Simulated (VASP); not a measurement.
# Nb (Im-3m) in VASP: further runs

Aim: see how the results for Nb move with the level of theory and the settings. Levels: B3LYP, BLYP. Tasks: single point, relaxation of cell and atoms.

All numbers are computed with VASP 6.6.1; they aren't measurements. Logs are shortened: lines on timing, memory, paths and dates and some standing lists are left out, and cuts for length are marked.

### Step 1. The cell of the first run

It takes space group Im-3m (No. 229, cubic). The conventional cell has a = 3.349 Å, b = 3.349 Å, c = 3.349 Å, α = 90.00°, β = 90.00°, γ = 90.00°. Within 3.8 Å of Nb (site symmetry m-3m) lie 14 Nb at 2.90 to 3.35 Å.

### Step 2. Single point, B3LYP, collinear spin

Contents of POSCAR:

```
Nb
1.0
   -1.6746192086      1.6746192086      1.6746192086
    1.6746192086     -1.6746192086      1.6746192086
    1.6746192086      1.6746192086     -1.6746192086
Nb
1
Direct
    0.0000000000      0.0000000000      0.0000000000
```

Contents of INCAR.step1:

```
SYSTEM = Nb
ALGO = Normal
EDIFF = 1E-5
ENCUT = 400
GGA = PE
GGA_COMPAT = .False.
ISIF = 2
ISMEAR = -1
ISPIN = 2
LASPH = .True.
LCHARG = .False.
LMAXMIX = 4
LORBIT = 11
LREAL = .False.
LWAVE = .True.
MAGMOM = 1
NBANDS = 16
NELM = 200
PREC = Accurate
SIGMA = 0.1
```

Contents of INCAR.step2:

```
SYSTEM = Nb
AEXX = 0.2
AGGAC = 0.81
AGGAX = 0.72
ALDAC = 0.19
ALGO = Normal
EDIFF = 1E-6
ENCUT = 400
GGA = B3
GGA_COMPAT = .False.
ISIF = 2
ISMEAR = -1
ISPIN = 2
ISTART = 1
LASPH = .True.
LCHARG = .False.
LHFCALC = .True.
LMAXMIX = 4
LORBIT = 11
LREAL = .False.
LWAVE = .False.
MAGMOM = 1
NBANDS = 16
NELM = 200
PREC = Accurate
PRECFOCK = Normal
SIGMA = 0.1
```

Contents of KPOINTS:

```
k-points
0
Gamma
  7 7 7
  0 0 0
```

Potentials or basis: VASP PAW PBE potentials, release 64 (Nb_sv).

Command:

```console
$ cat potpaw_PBE.64/Nb_sv/POTCAR > POTCAR
$ cp INCAR.step1 INCAR
$ mpirun -np 1 vasp_std > vasp.out
$ cp INCAR.step2 INCAR
$ mpirun -np 1 vasp_std > vasp.out
```

OUTCAR:

```text
SYSTEM = Nb
   AEXX = 0.2
   EDIFF = 1E-6
   ENCUT = 400
   GGA = B3
   ISIF = 2
   ISMEAR = -1
   ISPIN = 2
   ISTART = 1
   LASPH = .True.
   LHFCALC = .True.
   LORBIT = 11
   LREAL = .False.
   NELM = 200
   PREC = Accurate
   PRECFOCK = Normal

 ion  position               nearest neighbor table
   1  0.000  0.000  0.000-

  LATTYP: Found a body centered cubic cell.
 ALAT       =     3.3492384172

  Lattice vectors:

 A1 = (  -1.6746192086,   1.6746192086,   1.6746192086)
 A2 = (   1.6746192086,  -1.6746192086,   1.6746192086)
 A3 = (   1.6746192086,   1.6746192086,  -1.6746192086)

Analysis of symmetry for initial positions (statically):
=====================================================================
 Subroutine PRICEL returns:
 Original cell was already a primitive cell.

 Routine SETGRP: Setting up the symmetry group for a
 body centered cubic supercell.

 Subroutine GETGRP returns: Found 48 space group operations
 (whereof 48 operations were pure point group operations)
 out of a pool of 48 trial point group operations.

The static configuration has the point symmetry O_h .

Analysis of symmetry for dynamics (positions and initial velocities):
=====================================================================
 Subroutine PRICEL returns:
 Original cell was already a primitive cell.

 Routine SETGRP: Setting up the symmetry group for a
 body centered cubic supercell.

 Subroutine GETGRP returns: Found 48 space group operations
 (whereof 48 operations were pure point group operations)
 out of a pool of 48 trial point group operations.

The dynamic configuration has the point symmetry O_h .

Analysis of structural, dynamic, and magnetic symmetry:
=====================================================================
 Subroutine PRICEL returns:
 Original cell was already a primitive cell.

 Routine SETGRP: Setting up the symmetry group for a
 body centered cubic supercell.

 Subroutine GETGRP returns: Found 48 space group operations
 (whereof 48 operations were pure point group operations)
 out of a pool of 48 trial point group operations.

The overall configuration has the point symmetry O_h .

 Subroutine INISYM returns: Found 48 space group operations
 (whereof 48 operations are pure point group operations),
[... 109 lines left out ...]
     AMIX_MAG =   1.60;   BMIX_MAG =  1.00
  volume/ion in A,a.u.               =      18.78       126.77
  Fermi-wavevector in a.u.,A,eV,Ry     =   1.448060  2.736437 28.529753  2.096878
  Thomas-Fermi vector in A             =   2.565944
   LORBIT       =     11    0 simple, 1 ext, 2 COOP (PROOUT), +10 PAW based schemes
   GGA     = B3    functional components
   LHFCALC =     T    Hartree Fock is set to
   PRECFOCK=normal    Normal, Fast or Accurate (Low or Medium for compatibility)
   ENCUT4O =  -1.0   cutoff for four orbital integrals eV
   NKREDX  =     1    reduce k-point grid by
   NKREDY  =     1    reduce k-point grid by
   NKREDZ  =     1    reduce k-point grid by
   AEXX    =    0.2000 exact exchange contribution
   HFSCREEN=    0.0000 screening length (either q_TF or 0.3 A-1)
   HFSCREENC=   0.0000 screening length for correlation (either q_TF or 0.3 A-1)
   ENCUTFOCK=  -1.0 apply spherical cutoff to Coloumb kernel
   IVDW    =     0    specifies the selected vdW correction
   LEPSILON=     F    determine dielectric tensor
   LRPA    =     F    only Hartree local field effects (RPA)
 spin polarized calculation
  energy-cutoff  :      400.00
  volume of cell :       18.78
 maximum number of plane-waves:       351
  NGX = 16; NGY = 16; NGZ = 16

 number of electron      13.0000002 magnetization       0.0020114

 Free energy of the ion-electron system (eV)
  ---------------------------------------------------
  ext. energy  EPLUGINS =         0.00000000
  ---------------------------------------------------
  free energy    TOTEN  =       -11.16085516 eV

  energy without entropy =      -11.12850331  energy(sigma->0) =      -11.14467923

 E-fermi :  10.6267     XC(G=0):  -9.8037

 val. band max:       10.5026398401   @ k =   0.2857   0.1429   0.0000
 cond. band min:      10.9705524571   @ k =   0.2857   0.0000   0.0000
 fundamental gap:      0.4679126171
 Fermi energy:        10.6266850909

 spin component 1

 k-point     1 :       0.0000    0.0000    0.0000
  band No.  band energies     occupation
      1     -47.0165      1.00000
      2     -21.2831      1.00000
      3     -21.2830      1.00000
      4     -21.2830      1.00000
      5       4.0227      1.00000
      6      11.6870      0.00002
[... 356 lines left out ...]
      2     -22.1759      1.00000
      3     -22.1257      1.00000
      4     -22.1257      1.00000
      5       6.8465      1.00000
      6       6.9517      1.00000
[... 8 lines left out ...]
     15      32.2816      0.00000
     16      34.5301      0.00000
 Fermi energy:        10.6266850909

 spin component 2

 k-point     1 :       0.0000    0.0000    0.0000
  band No.  band energies     occupation
      1     -47.0156      1.00000
      2     -21.2821      1.00000
      3     -21.2821      1.00000
      4     -21.2821      1.00000
      5       4.0252      1.00000
      6      11.6886      0.00002
[... 357 lines left out ...]
      3     -22.1247      1.00000
      4     -22.1247      1.00000
      5       6.8480      1.00000
      6       6.9533      1.00000
[... 8 lines left out ...]
     15      32.2828      0.00000
     16      34.5315      0.00000

------------------------ aborting loop because EDIFF is reached ----------------------------------------

  FORCE on cell =-STRESS in cart. coord.  units (eV):
  Direction    XX          YY          ZZ          XY          YZ          ZX
  --------------------------------------------------------------------------------------
  -------------------------------------------------------------------------------------
  Total       -0.3167212     -0.3167212     -0.3167212      0.0000000     -0.0000000      0.0000000
  in kB      -27.0134189    -27.0134189    -27.0134189      0.0000000     -0.0000000      0.0000000
  external PRESSURE =     -27.0134189 kB  Pullay stress =       0.0000000 kB

 VOLUME and BASIS-vectors are now :
 -----------------------------------------------------------------------------
  energy-cutoff  :      400.00
  volume of cell :       18.78
      direct lattice vectors                 reciprocal lattice vectors
    -1.674619209  1.674619209  1.674619209     0.000000000  0.298575340  0.298575340
     1.674619209 -1.674619209  1.674619209     0.298575340  0.000000000  0.298575340
     1.674619209  1.674619209 -1.674619209     0.298575340  0.298575340  0.000000000

 POSITION                                       TOTAL-FORCE (eV/Angst)
 -----------------------------------------------------------------------------------
      0.00000      0.00000      0.00000         0.000000      0.000000     -0.000000
 -----------------------------------------------------------------------------------
    total drift:                                0.000000      0.000000      0.000000

  FREE ENERGIE OF THE ION-ELECTRON SYSTEM (eV)
  ---------------------------------------------------
  free  energy   TOTEN  =       -11.1608551584 eV

  energy  without entropy=      -11.1285033096  energy(sigma->0) =      -11.14467923

 total charge

# of ion       s       p       d       tot
------------------------------------------
    1        2.213   6.004   2.468  10.685

 magnetization (x)

# of ion       s       p       d       tot
------------------------------------------
    1        0.000   0.000   0.001   0.001
```

OUTCAR.step1:

```text
SYSTEM = Nb
   EDIFF = 1E-5
   ENCUT = 400
   GGA = PE
   ISIF = 2
   ISMEAR = -1
   ISPIN = 2
   LASPH = .True.
[... 992 lines left out ...]
    total drift:                                0.000000      0.000000      0.000000

  FREE ENERGIE OF THE ION-ELECTRON SYSTEM (eV)
  ---------------------------------------------------
  free  energy   TOTEN  =       -10.2195786254 eV

  energy  without entropy=      -10.1528010535  energy(sigma->0) =      -10.18618984

 total charge

# of ion       s       p       d       tot
------------------------------------------
    1        2.213   5.996   2.460  10.670

 magnetization (x)

# of ion       s       p       d       tot
------------------------------------------
    1        0.000   0.000   0.000   0.000
```

OSZICAR.step1:

```text
N       E                     dE             d eps       ncg     rms          rms(c)
DAV:   1     0.957525777003E+02    0.95753E+02   -0.61550E+03  1296   0.697E+02
DAV:   2    -0.794599813699E+01   -0.10370E+03   -0.99109E+02  1528   0.262E+02
DAV:   3    -0.104940401511E+02   -0.25480E+01   -0.25126E+01  1824   0.385E+01
DAV:   4    -0.105766484449E+02   -0.82608E-01   -0.82545E-01  1616   0.608E+00
DAV:   5    -0.105784401297E+02   -0.17917E-02   -0.17916E-02  1848   0.813E-01    0.778E+00
DAV:   6    -0.102593843370E+02    0.31906E+00   -0.40178E-01  1928   0.709E+00    0.260E+00
DAV:   7    -0.102093230407E+02    0.50061E-01   -0.14579E-01  1944   0.382E+00    0.147E+00
DAV:   8    -0.102172594472E+02   -0.79364E-02   -0.14412E-02  1672   0.109E+00    0.870E-01
DAV:   9    -0.102189912397E+02   -0.17318E-02   -0.27011E-03  1784   0.485E-01    0.474E-01
DAV:  10    -0.102195614411E+02   -0.57020E-03   -0.88851E-04  1768   0.280E-01    0.424E-02
DAV:  11    -0.102195827444E+02   -0.21303E-04   -0.81501E-05  1720   0.708E-02    0.121E-02
DAV:  12    -0.102195786254E+02    0.41190E-05   -0.35054E-06   952   0.188E-02
   1 F= -.10219579E+02 E0= -.10186190E+02  d E =-.667776E-01  mag=     0.0002
```

Run time: 17 min. Hardware: 1 thread of Intel Xeon 6975P-C (Granite Rapids), shared host; peak memory 0.14 GiB.

What came out:

```yaml
Free_energy: -11.1609 eV
Pressure: -2.7 GPa
Net_moment: 0.00 μB per cell
Valence_electrons_inside_the_program's_atomic_spheres: Nb 10.69
```

Caveat: the k points lie up to 0.38 Å⁻¹ apart; the PAW data sets were made with another functional, which shifts forces and pressure a little.

### Step 3. Single point, BLYP, collinear spin

Contents of INCAR:

```
  PREC = Accurate
  ENCUT = 520
  EDIFF = 1E-6
  ISMEAR = -1
  SIGMA = 0.05
  LREAL = F
  LASPH = T
  NELM = 150
  ALGO = Normal
  ISIF = 2
  LWAVE = F
  LCHARG = F
  ISPIN = 2
  MAGMOM = 1
  LORBIT = 11
  LMAXMIX = 4
  GGA = B5
  ALDAX = 1.0
  AGGAX = 1.0
  AGGAC = 1.0
  ALDAC = 0.0
  NBANDS = 16
```

Contents of KPOINTS:

```
regular mesh
0
Gamma
  13 13 13
```

POSCAR is that of step 2.

Potentials or basis: VASP PAW PBE potentials, release 64 (Nb_sv).

Command:

```console
$ cat potpaw_PBE.64/Nb_sv/POTCAR > POTCAR
$ mpirun -np 1 vasp_std > vasp.out
```

Run time: 35 s. Hardware: 1 thread of Intel Xeon Platinum 8488C (Sapphire Rapids), shared host; peak memory 0.17 GiB.

The run converged. Its results:

| Item | Value |
| --- | --- |
| Free energy | -8.8669 eV |
| Pressure | -0.1 GPa |
| Net moment | 0.00 μB per cell |
| Valence electrons inside the program's atomic spheres | Nb 10.74 |

Levels at points of the mesh, in eV from the Fermi level:
Spin up:
| k point | band 4 | band 5 | band 6 | band 7 | band 8 | band 9 |
| --- | --- | --- | --- | --- | --- | --- |
| (0.00, 0.00, 0.00) | -29.81 | -5.69 | 0.28 | 0.28 | 0.28 | 3.07 |
Spin down:
```
           k point  band 4  band 5  band 6  band 7  band 8  band 9
(0.00, 0.00, 0.00)  -29.81   -5.69    0.28    0.28    0.28    3.07
```

Caveat: the PAW data sets were made with another functional, which shifts forces and pressure a little.

### Step 4. Relaxation of cell and atoms, BLYP, collinear spin

This run uses another cell than the first one, of 17.98 Å³/atom.

Contents of INCAR:

```
SYSTEM = Nb
AGGAC = 1.0
AGGAX = 1.0
ALDAC = 0.0
ALDAX = 1.0
ALGO = Normal
EDIFF = 1E-7
EDIFFG = -0.01
ENCUT = 600
GGA = B5
IBRION = 2
ISIF = 3
ISMEAR = -1
ISPIN = 2
LASPH = .True.
LCHARG = .False.
LMAXMIX = 4
LORBIT = 11
LREAL = .False.
LWAVE = .False.
MAGMOM = 1
NELM = 150
NSW = 80
PREC = Accurate
SIGMA = 0.05
```

Contents of KPOINTS:

```
k-points
0
Gamma
  13 13 13
  0 0 0
```

Contents of POSCAR:

```
Nb
1.0
   -1.6502000000      1.6502000000      1.6502000000
    1.6502000000     -1.6502000000      1.6502000000
    1.6502000000      1.6502000000     -1.6502000000
Nb
1
Direct
    0.0000000000      0.0000000000      0.0000000000
```

Command:

```console
$ cat potpaw_PBE.64/Nb_sv/POTCAR > POTCAR
$ mpirun -np 1 vasp_std > vasp.out
```

It took 1.9 min on 1 thread of Intel Xeon Platinum 8488C (Sapphire Rapids), shared host; peak memory 0.17 GiB.

Results (log left out):

```yaml
Free_energy: -8.8659 eV
Relaxed_volume: 18.78 Å³/atom
Relaxed_cell: a = 2.900 Å, b = 2.900 Å, c = 2.900 Å, α = 109.47°, β = 109.47°, γ = 109.47°
Space_group_after_relaxing_to_0.1_Å: Im-3m (No. 229)
Energy_gained_by_relaxing: 18.3 meV/atom
Ionic_steps: 4
Pressure_after_relaxing: 0.0 GPa
Net_moment: 0.00 μB per cell
Valence_electrons_inside_the_program's_atomic_spheres: Nb 10.74
```

The path:
| step | energy change (eV) | largest force (eV/Å) | pressure (GPa) | volume (Å³) |
| --- | --- | --- | --- | --- |
| 1 | 0.0000 | 0.0000 | 7.53 | 17.98 |
| 2 | 0.0323 | 0.0000 | -10.24 | 20.26 |
| 3 | -0.0182 | 0.0000 | -0.16 | 18.80 |
| 4 | -0.0183 | 0.0000 | -0.01 | 18.78 |

Final structure:
```
Nb
1.0
    -1.67452    1.67452    1.67452
     1.67452   -1.67452    1.67452
     1.67452    1.67452   -1.67452
Nb
1
Direct
  0.00000 0.00000 0.00000
```

Levels at points of the mesh, in eV from the Fermi level:
Spin up:
```csv
k point,band 3,band 4,band 5,band 6,band 7,band 8,band 9,band 10
"(0.00, 0.00, 0.00)",-29.81,-29.81,-5.69,0.28,0.28,0.28,3.07,3.07
```
Spin down:
| k point | band 2 | band 3 | band 4 | band 5 | band 6 | band 7 | band 8 | band 9 | band 10 | band 11 |
| --- | --- | --- | --- | --- | --- | --- | --- | --- | --- | --- |
| (0.00, 0.00, 0.00) | -29.81 | -29.81 | -29.81 | -5.69 | 0.28 | 0.28 | 0.28 | 3.07 | 3.07 | 14.25 |

Caveat: the PAW data sets were made with another functional, which shifts forces and pressure a little. BLYP gives volumes clearly too large for solids.

### Step 5. The runs side by side

```tsv
task	level	cell	k mesh	cutoff (eV)	smearing	grid for exact exchange (PRECFOCK)	share of exact exchange	gap on the mesh (eV)	pressure (GPa)	moment (μB)
single point	B3LYP	a = 2.901 Å, angles 109.5°, 1 atom	7 × 7 × 7	400	fermi-dirac 0.1 eV	Normal	0.2	none	-2.7	0.00
single point	BLYP	a = 2.901 Å, angles 109.5°, 1 atom	13 × 13 × 13	520	fermi-dirac 0.05 eV	-	-	none	-0.1	0.00
relaxation of cell and atoms	BLYP	relaxed from a = 2.858 Å, angles 109.5°, 1 atom	13 × 13 × 13	600	fermi-dirac 0.05 eV	-	-	none	0.0	0.00
```

Alike in all rows: potentials or basis VASP PAW PBE potentials, release 64 (Nb_sv); spin collinear.

Caveats: some runs use coarse meshes; the PAW data sets were made with another functional, which shifts forces and pressure a little.

Absolute energies hang on the potentials; compare differences alone.
